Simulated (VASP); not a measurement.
Set up this calculation in VASP 6.6.1, as the native input.

* Task: relaxation of cell and atoms
* Functional: PBE
* Potentials or basis: VASP PAW PBE potentials, release 64 (Co, Si)
* Cutoff: 600 eV
* k mesh: 15 × 15 × 15
* Occupations: fermi-dirac, width 0.1 eV
* Spin: no spin polarisation
* Target pressure: 34 GPa
* Dipole correction: no
* Further INCAR settings: ALGO = Normal; EDIFF = 1e-07; IBRION = 2; EDIFFG = -0.005; NSW = 60; ISIF = 3

The structure of CoSi (CsCl type) lies in POSCAR:

```
CoSi
1.0
    2.7449315121      0.0000000000      0.0000000000
    0.0000000000      2.7449315121      0.0000000000
    0.0000000000      0.0000000000      2.7449315121
Co Si
1 1
Direct
    0.0000000000      0.0000000000      0.0000000000
    0.5000000000      0.5000000000      0.5000000000
```

One way to write it, as run:

INCAR

```
  ALGO = Normal
  EDIFF = 1E-7
  EDIFFG = -0.005
  ENCUT = 600
  GGA = PE
  IBRION = 2
  ISIF = 3
  ISMEAR = -1
  LASPH = T
  LCHARG = F
  LREAL = F
  LWAVE = F
  NELM = 80
  NSW = 60
  PREC = Accurate
  PSTRESS = 340.0
  SIGMA = 0.1
```

KPOINTS

```
k-points
0
Gamma
  15 15 15
```

Potentials or basis: VASP PAW PBE potentials, release 64 (Co, Si).

Command:

```bash
$ cat potpaw_PBE.64/Co/POTCAR potpaw_PBE.64/Si/POTCAR > POTCAR
$ mpirun -np 1 vasp_std > vasp.out
```

Results of the run:

| Property | Result |
| --- | --- |
| Relaxed volume | 9.52 Å³/atom |
| Relaxed cell | a = 2.670 Å, b = 2.670 Å, c = 2.670 Å, α = 90.00°, β = 90.00°, γ = 90.00° |
| Space group after relaxing (to 0.05 Å) | Pm-3m (No. 221) |
| Energy change on relaxing (the enthalpy is what falls) | +104.8 meV/atom |
| Ionic steps | 7 |
| Pressure after relaxing | 34.0 GPa |

Caveat: the cell is relaxed towards a set pressure, so the enthalpy falls and the energy may rise.

Wall time 58 s on 1 thread of Intel(R) Xeon(R) Platinum 8375C CPU @ 2.90GHz (Ice Lake), with other jobs on the host, peak memory 0.17 GiB.
